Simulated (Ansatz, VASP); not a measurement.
# One calculation of LuGaP2, two programs

INCAR

```
PREC = Accurate ; ENCUT = 520
EDIFF = 1E-7 ; ISMEAR = 1
SIGMA = 0.2 ; LREAL = False
LASPH = True ; NELM = 60
ALGO = Normal ; ISIF = 2
LWAVE = False ; LCHARG = False
GGA = PE ; NBANDS = 32
```

Contents of KPOINTS:

```
regular mesh
0
Gamma
  6 6 4
```

Contents of POSCAR:

```
LuGaP2
1.0
    3.7697287898      0.0000000000      0.0000000000
    0.0000000000      3.7697287898      0.0000000000
    0.0000000000      0.0000000000      5.5387272645
Ga P Lu
1 2 1
Direct
    0.0000000000      0.0000000000      0.0000000000
    0.0000000000      0.0000000000      0.5000000000
    0.5000000000      0.5000000000      0.0000000000
    0.5000000000      0.5000000000      0.5000000000
```

Input for Ansatz:

```yaml
crystal:
  lattice:
    - [3.7697287898, 0.0, 0.0]
    - [0.0, 3.7697287898, 0.0]
    - [0.0, 0.0, 5.5387272645]
  atoms:
    - { symbol: Ga, position: [0.0, 0.0, 0.0] }
    - { symbol: P, position: [0.0, 0.0, 0.5] }
    - { symbol: Lu, position: [0.5, 0.5, 0.5] }
    - { symbol: P, position: [0.5, 0.5, 0.0] }
kpoints:
  mp_grid: { grid: [6, 6, 4] }
hamiltonian:
  xc: pbe
scf:
  occupations: { method: cold, width: 0.2 }
  n_extra_bands: 5
output:
  forces: true
  stress: true
  eigenvalues: true
```

Alike in both runs: task single point; functional PBE; k mesh 6 × 6 × 4; no spin polarisation.

```csv
,VASP,Ansatz
version,VASP 6.6.1,Ansatz 0.2.0
potentials or method,"VASP PAW PBE potentials, release 64 (Ga_d, P, Lu)",plane waves
plane-wave cutoff (eV),520,420
occupations,"methfessel-paxton of order 1, width 0.2 eV","cold, width 0.2 eV"
valence electrons in the cell,48,48
```

VASP gave:

| Property | Result |
| --- | --- |
| pressure (GPa) | 1.4 |

Question: What did Ansatz give for the same quantities?

Answer: Pressure (GPa): 1.2.

Neither program's run includes spin-orbit coupling.
